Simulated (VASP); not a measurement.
Write the native input for VASP 6.6.1 that does the following.

```
Task                   : single point
Functional             : PBE
Potentials or basis    : VASP PAW PBE potentials, release 64 (Cu)
Cutoff                 : 520 eV
k mesh                 : 17 × 17 × 16
Occupations            : fermi-dirac, width 0.05 eV
Spin                   : no spin polarisation
Dipole correction      : no
Further INCAR settings : ALGO = Normal; EDIFF = 1e-07; NBANDS = 12
```

The structure of Cu lies in POSCAR:

```
Cu
1.0
    2.0155435673      0.0000000000      0.0000000000
   -1.0077717837      1.7455119317      0.0000000000
    0.0000000000      0.0000000000      1.9230767258
Cu
1
Direct
    0.0000000000      0.0000000000      0.0000000000
```

These files were run (other wordings do the same):

INCAR

```
SYSTEM = Cu
ALGO = Normal ; EDIFF = 1E-7
ENCUT = 520 ; GGA = PE
ISIF = 2 ; ISMEAR = -1
LASPH = .True. ; LCHARG = .False.
LREAL = .False. ; LWAVE = .False.
NBANDS = 12 ; NELM = 100
PREC = Accurate ; SIGMA = 0.05
```

KPOINTS

```
k-points
0
Gamma
  17 17 16
  0 0 0
```

Potentials or basis: VASP PAW PBE potentials, release 64 (Cu).

Launch:

```console
$ cat potpaw_PBE.64/Cu/POTCAR > POTCAR
$ mpirun -np 1 vasp_std > vasp.out
```

It gave:

```json
{
 "Pressure": "387.9 GPa"
}
```

It took 19 s on 1 thread of Intel(R) Xeon(R) Platinum 8375C CPU @ 2.90GHz (Ice Lake), with other jobs on the host, peak memory 0.13 GiB.
